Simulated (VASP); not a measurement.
# ZnBH6 (Fm-3m) in VASP: further runs, part 2 of 2

VASP 6.6.1. The steps go on from the part before.

### 3 Single point, PBE

This run uses another cell than the first one, of 12.71 Å³/atom.

File INCAR:

```
SYSTEM = ZnBH6
PREC = Accurate
ENCUT = 520
EDIFF = 1E-6
ISMEAR = 0
SIGMA = 0.1
LREAL = .FALSE.
LASPH = .TRUE.
NELM = 80
ALGO = Normal
ISIF = 2
LWAVE = .FALSE.
LCHARG = .TRUE.
GGA = PE
LELF = .TRUE.
LVHAR = .TRUE.
NBANDS = 20
```

File KPOINTS:

```
Automatic mesh
0
G
  4 4 4
  0 0 0
```

File POSCAR:

```
ZnBH6
1.0
    0.0000000000      3.7047237900      3.7047237900
    3.7047237900      0.0000000000      3.7047237900
    3.7047237900      3.7047237900      0.0000000000
Zn B H
1 1 6
Direct
    0.0000000000      0.0000000000      0.0000000000
    0.5000000000      0.5000000000      0.5000000000
    0.7500000000      0.2500000000      0.2500000000
    0.2500000000      0.7500000000      0.7500000000
    0.2500000000      0.7500000000      0.2500000000
    0.7500000000      0.2500000000      0.7500000000
    0.2500000000      0.2500000000      0.7500000000
    0.7500000000      0.7500000000      0.2500000000
```

Potentials or basis: VASP PAW PBE potentials, release 64 (Zn, B, H).

Started as:

```bash
cat potpaw_PBE.64/Zn/POTCAR potpaw_PBE.64/B/POTCAR potpaw_PBE.64/H/POTCAR > POTCAR
mpirun -np 1 vasp_std > vasp.out
```

OUTCAR:

```text
SYSTEM = ZnBH6
   PREC = Accurate
   ENCUT = 520
   EDIFF = 1E-6
   ISMEAR = 0
   LREAL = .FALSE.
   LASPH = .TRUE.
   NELM = 80
   ISIF = 2
   GGA = PE

 ion  position               nearest neighbor table
   1  0.000  0.000  0.000-   3 1.85   4 1.85   5 1.85   6 1.85   7 1.85   8 1.85
   2  0.500  0.500  0.500-
   3  0.750  0.250  0.250-   1 1.85
   4  0.250  0.750  0.750-   1 1.85
   5  0.250  0.750  0.250-   1 1.85
   6  0.750  0.250  0.750-   1 1.85
   7  0.250  0.250  0.750-   1 1.85
   8  0.750  0.750  0.250-   1 1.85

  LATTYP: Found a face centered cubic cell.
 ALAT       =     7.4094475800

  Lattice vectors:

 A1 = (   0.0000000000,   3.7047237900,   3.7047237900)
 A2 = (   3.7047237900,   0.0000000000,   3.7047237900)
 A3 = (   3.7047237900,   3.7047237900,   0.0000000000)

Analysis of symmetry for initial positions (statically):
=====================================================================
 Subroutine PRICEL returns:
 Original cell was already a primitive cell.

 Routine SETGRP: Setting up the symmetry group for a
 face centered cubic supercell.

 Subroutine GETGRP returns: Found 48 space group operations
 (whereof 48 operations were pure point group operations)
 out of a pool of 48 trial point group operations.

The static configuration has the point symmetry O_h .

Analysis of symmetry for dynamics (positions and initial velocities):
=====================================================================
 Subroutine PRICEL returns:
 Original cell was already a primitive cell.

 Routine SETGRP: Setting up the symmetry group for a
 face centered cubic supercell.

 Subroutine GETGRP returns: Found 48 space group operations
 (whereof 48 operations were pure point group operations)
[... 118 lines left out ...]
  volume/ion in A,a.u.               =      12.71        85.78
  Fermi-wavevector in a.u.,A,eV,Ry     =   0.967644  1.828581 12.739599  0.936334
  Thomas-Fermi vector in A             =   2.097547
   LORBIT       =      0    0 simple, 1 ext, 2 COOP (PROOUT), +10 PAW based schemes
   GGA     = PE    functional components
   LHFCALC =     F    Hartree Fock is set to
   AEXX    =    0.0000 exact exchange contribution
   IVDW    =     0    specifies the selected vdW correction
   LEPSILON=     F    determine dielectric tensor
   LRPA    =     F    only Hartree local field effects (RPA)
 non-spin polarized calculation
 Gauss-broadening in eV      SIGMA  =   0.10
  energy-cutoff  :      520.00
  volume of cell :      101.69
 maximum number of plane-waves:      2764
 NGX is ok and might be reduce to    40
   NGX = 19   NGY = 19   NGZ = 19

 number of electron      20.9999984 magnetization

 Free energy of the ion-electron system (eV)
  ---------------------------------------------------
  ext. energy  EPLUGINS =         0.00000000
  ---------------------------------------------------
  free energy    TOTEN  =       -20.75012151 eV

  energy without entropy =      -20.73627461  energy(sigma->0) =      -20.74319806

 E-fermi :  -2.6146     XC(G=0):  -7.0839

 val. band max:       -2.6364176657   @ k =   0.2500   0.0000   0.0000
 cond. band min:      -2.4151038348   @ k =   0.5000   0.2500   0.0000
 fundamental gap:      0.2213138309
 Fermi energy:        -2.6145507286

 k-point     1 :       0.0000    0.0000    0.0000
  band No.  band energies     occupation
      1     -10.1786      2.00000
      2      -9.3890      2.00000
      3      -9.3890      2.00000
      4      -9.0263      2.00000
      5      -9.0263      2.00000
      6      -9.0263      2.00000
[... 173 lines left out ...]
     19       8.3772      0.00000
     20       8.4143      0.00000

------------------------ aborting loop because EDIFF is reached ----------------------------------------

  FORCE on cell =-STRESS in cart. coord.  units (eV):
  Direction    XX          YY          ZZ          XY          YZ          ZX
  --------------------------------------------------------------------------------------
  -------------------------------------------------------------------------------------
  Total       -9.2617421     -9.2617421     -9.2617421     -0.0000000     -0.0000000      0.0000000
  in kB     -145.9169581   -145.9169581   -145.9169581     -0.0000000     -0.0000000      0.0000000
  external PRESSURE =    -145.9169581 kB  Pullay stress =       0.0000000 kB

 VOLUME and BASIS-vectors are now :
 -----------------------------------------------------------------------------
  energy-cutoff  :      520.00
  volume of cell :      101.69
      direct lattice vectors                 reciprocal lattice vectors
     0.000000000  3.704723790  3.704723790    -0.134962828  0.134962828  0.134962828
     3.704723790  0.000000000  3.704723790     0.134962828 -0.134962828  0.134962828
     3.704723790  3.704723790  0.000000000     0.134962828  0.134962828 -0.134962828

 POSITION                                       TOTAL-FORCE (eV/Angst)
 -----------------------------------------------------------------------------------
      0.00000      0.00000      0.00000         0.000000     -0.000000     -0.000000
      3.70472      3.70472      3.70472         0.000000     -0.000000     -0.000000
      1.85236      3.70472      3.70472         1.162721     -0.000000     -0.000000
      5.55709      3.70472      3.70472        -1.162721     -0.000000     -0.000000
      3.70472      1.85236      3.70472         0.000000      1.162721     -0.000000
      3.70472      5.55709      3.70472         0.000000     -1.162721     -0.000000
      3.70472      3.70472      1.85236         0.000000     -0.000000      1.162721
      3.70472      3.70472      5.55709         0.000000     -0.000000     -1.162721
 -----------------------------------------------------------------------------------
    total drift:                               -0.000000      0.000000      0.000000

  FREE ENERGIE OF THE ION-ELECTRON SYSTEM (eV)
  ---------------------------------------------------
  free  energy   TOTEN  =       -20.7501215057 eV

  energy  without entropy=      -20.7362746108  energy(sigma->0) =      -20.74319806
```

Wall time 39 s (1 thread of Intel Xeon 8259CL, shared host); peak memory 0.24 GiB.

Results:

```
Free energy            : -20.7501 eV
Pressure               : -14.6 GPa
Band gap on the k mesh : zero (an odd number of electrons rules out a gap without spin polarisation)
```

Caveat: the k points lie up to 0.37 Å⁻¹ apart, too coarse for converged energies and pressures of a metal.

The gap in the log of VASP goes by the Fermi energy; the results here count the filled bands.